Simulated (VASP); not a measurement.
Al, 1 atom in the cell. Symmetry: Im-3m, No. 229, cubic system. Conventional cell: a = 3.182 Å, b = 3.182 Å, c = 3.182 Å, α = 90.00°, β = 90.00°, γ = 90.00°. Al (site symmetry m-3m) has 14 Al at 2.76 to 3.18 Å within 3.6 Å. 

```yaml
Program: VASP 6.6.1
Task: single point
Functional: PBE
Potentials_or_basis: VASP PAW PBE potentials, release 64 (Al)
Cutoff: 500 eV
k_mesh: 10 × 10 × 10
Occupations: gaussian, width 0.1 eV
Spin: collinear spin, zero start
Starting_moments: "[0.0] μB"
Dipole_correction: no
Further_INCAR_settings: ALGO = Normal; EDIFF = 1e-06; NBANDS = 12
```

Potentials or basis: VASP PAW PBE potentials, release 64 (Al).

The run is started by

```console
$ cat potpaw_PBE.64/Al/POTCAR > POTCAR
$ mpirun -np 1 vasp_std > vasp.out
```

Hardware: 1 thread of AMD EPYC 7R13, on a shared host.

Problem. How long does it take, and how much memory?

Solution. Run time: 17 s on 1 thread of AMD EPYC 7R13, on a shared host, peak memory 0.1 GiB. Counts: scf iterations 10, k points 47.
